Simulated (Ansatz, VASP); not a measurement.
## One calculation of C, two programs

```
C
1.0
     1.70911    0.00000    0.00000
    -0.85455    1.48013    0.00000
     0.00000    0.00000   13.51565
C
4
Direct
  0.00000 0.00000 0.00000
  0.00000 0.00000 0.50000
  0.33333 0.66667 0.25000
  0.66667 0.33333 0.75000
```

Alike in both runs: functional PBEsol; k mesh 17 × 17 × 5; occupations fermi-dirac, width 0.1 eV; no spin polarisation.

Ansatz relaxed the structure, and its values are those at the end. VASP's run is a single point on that final structure, the one shown.

|  | VASP | Ansatz |
| --- | --- | --- |
| version | VASP 6.6.1 | Ansatz 0.2.0 |
| potentials or method | VASP PAW PBE potentials, release 64 (C), cutoff 520 eV | plane waves (420 eV) with PAW, scalar-relativistic |
| valence electrons in the cell | 16 | 16 |

Ansatz gave:

- pressure (GPa): 0.0

Problem. Estimate VASP's values.

Solution. Pressure (GPa): 0.1.

VASP's potentials were made for PBE, not for PBEsol, and Ansatz warns of the same on its side. The functional is the same, so the differences come from potentials, cutoffs and numerics.
